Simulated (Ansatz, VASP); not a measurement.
# Rb2H3 in VASP and in Ansatz

```
CELL_PARAMETERS angstrom
4.89800 0.00000 0.00000
-2.44900 4.24179 0.00000
0.00000 0.00000 5.99445
ATOMIC_POSITIONS crystal
Rb 0.33333 0.66667 0.23600
Rb 0.66667 0.33333 0.76400
H 0.00000 0.00000 0.00000
H 0.33333 0.66667 0.73604
H 0.66667 0.33333 0.26396
```

Alike in both runs: functional PBE; k mesh 6 × 6 × 4; occupations gaussian, width 0.1 eV; no spin polarisation.

Ansatz relaxed the structure, and its values are those at the end. VASP's run is a single point on that final structure, the one shown.

|  | VASP | Ansatz |
| --- | --- | --- |
| version | VASP 6.6.1 | Ansatz 0.2.0 |
| potentials or method | VASP PAW PBE potentials, release 64 (Rb_sv, H), cutoff 520 eV | scalar-relativistic, plane waves, PAW |
| valence electrons in the cell | 21 | 21 |

|  | VASP | Ansatz | Ansatz less VASP |
| --- | --- | --- | --- |
| gap on the k mesh at the Fermi level (eV) | none | none | - |
| pressure (GPa) | 0.2 | 0.2 | +0.02 |
| rms of the force components (eV/Å) | 0.007 | 0.007 | 0.0000 |

A gap of «none» marks a metal or a gap that the smearing closes.
